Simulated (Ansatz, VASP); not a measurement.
**One calculation of W, two programs**

The input POSCAR:

```
W
1.0
   -1.6007500000      1.6007500000      1.6007500000
    1.6007500000     -1.6007500000      1.6007500000
    1.6007500000      1.6007500000     -1.6007500000
W
1
Direct
    0.0000000000      0.0000000000      0.0000000000
```

File INCAR.step1:

```
SYSTEM = W
PREC = Accurate ; ENCUT = 600
ISMEAR = 0 ; SIGMA = 0.1
LREAL = .False. ; LASPH = .True.
NELM = 80 ; GGA = PE
ALGO = Normal ; EDIFF = 1E-4
LWAVE = .True. ; LCHARG = .False.
```

INCAR.step2

```
SYSTEM = W
PREC = Accurate ; ENCUT = 600
EDIFF = 1E-7 ; ISMEAR = 0
SIGMA = 0.1 ; LREAL = .False.
LASPH = .True. ; NELM = 80
ALGO = Normal ; ISIF = 3
LWAVE = .False. ; LCHARG = .False.
METAGGA = R2SCAN ; LMIXTAU = .True.
IBRION = 2 ; NSW = 100
EDIFFG = -0.05 ; ISTART = 1
```

The input KPOINTS:

```
Automatic mesh
0
Gamma
  8 8 8
  0 0 0
```

Input for Ansatz:

```yaml
crystal:
  lattice:
    - [-1.60075, 1.60075, 1.60075]
    - [1.60075, -1.60075, 1.60075]
    - [1.60075, 1.60075, -1.60075]
  atoms:
    - { symbol: W, position: [0.0, 0.0, 0.0] }
basis:
  ecutwfc: 500
kpoints:
  mp_grid: { grid: [8, 8, 8] }
hamiltonian:
  xc: r2scan
  pseudopotentials: { kind: paw, azcp: { folder: soft_1 } }
scf:
  occupations: { method: gaussian, width: 0.1 }
output:
  forces: true
  stress: true
  eigenvalues: true
relax:
  adjacent_minimum: "off"
  f_tol: 0.05
  max_steps: 80
  cell: { stress_tol: 0.5 }
```

Alike in both runs: task relaxation of cell and atoms; functional r2SCAN; k mesh 8 × 8 × 8; occupations gaussian, width 0.1 eV; no spin polarisation.

|  | VASP | Ansatz |
| --- | --- | --- |
| version | VASP 6.6.1 | Ansatz 0.2.0 |
| potentials or method | VASP PAW PBE potentials, release 64 (W_sv), cutoff 600 eV | scalar-relativistic, plane waves, PAW |
| valence electrons in the cell | 14 | 14 |

```tsv
	VASP	Ansatz	Ansatz less VASP
gap on the k mesh at the Fermi level, each at its own relaxed structure (eV)	none	none	-
relaxed volume (Å³/atom)	16.00	15.93	-0.072
relaxed cell length with the largest relative difference (Å)	2.749	2.745	-0.0042
```

VASP's potentials were made for PBE, not for r2SCAN. A gap of «none» marks a metal or a gap that the smearing closes.

Neither program's run includes spin-orbit coupling.
